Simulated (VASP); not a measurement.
Input of a VASP 6.6.1 run:

The input INCAR:

```
SYSTEM = WSe2
PREC = Accurate ; ENCUT = 520
EDIFF = 1E-7 ; ISMEAR = 0
SIGMA = 0.1 ; LREAL = .FALSE.
LASPH = .TRUE. ; NELM = 100
ALGO = Normal ; ISIF = 2
LWAVE = .FALSE. ; LCHARG = .FALSE.
GGA = PE ; NBANDS = 35
```

The input KPOINTS:

```
Automatic mesh
0
G
  6 6 2
  0 0 0
```

The input POSCAR:

```
WSe2
1.0
    5.1757048568      0.0000000034      0.0000000000
   -2.5878524313      4.4822918868      0.0000000000
    0.0000000000      0.0000000000      8.2962291856
W Se
2 4
Direct
    0.3333333333      0.6666666667      0.9644554329
    0.6666666667      0.3333333333      0.9644554329
    0.0000000000      0.0000000000      0.8588565532
    0.5000000000      0.0000000000      0.2142425604
    0.0000000000      0.5000000000      0.2142425604
    0.5000000000      0.5000000000      0.2142425604
```

Potentials or basis: VASP PAW PBE potentials, release 64 (W_sv, Se).

Command:

```console
$ cat potpaw_PBE.64/W_sv/POTCAR potpaw_PBE.64/Se/POTCAR > POTCAR
$ mpirun -np 1 vasp_std > vasp.out
```

Task: Estimate the pressure.

Result: 0.2 GPa.

Task: Predict the largest force.

Result: 0.036 eV/Å.

Task: What does it give for the band gap on the k mesh?

Result: Zero (bands 26 and 27 overlap by 0.34 eV).

Stress tensor (GPa, compression positive):
```
 0.32  0.00  0.00
 0.00  0.32  0.00
 0.00  0.00 -0.04
```

Caveat: the k points lie up to 0.38 Å⁻¹ apart; spin-orbit coupling is left out, which moves the levels of the heavy elements; this functional lacks dispersion, which binds the layers, so the pressure and a relaxed spacing across them are unreliable.
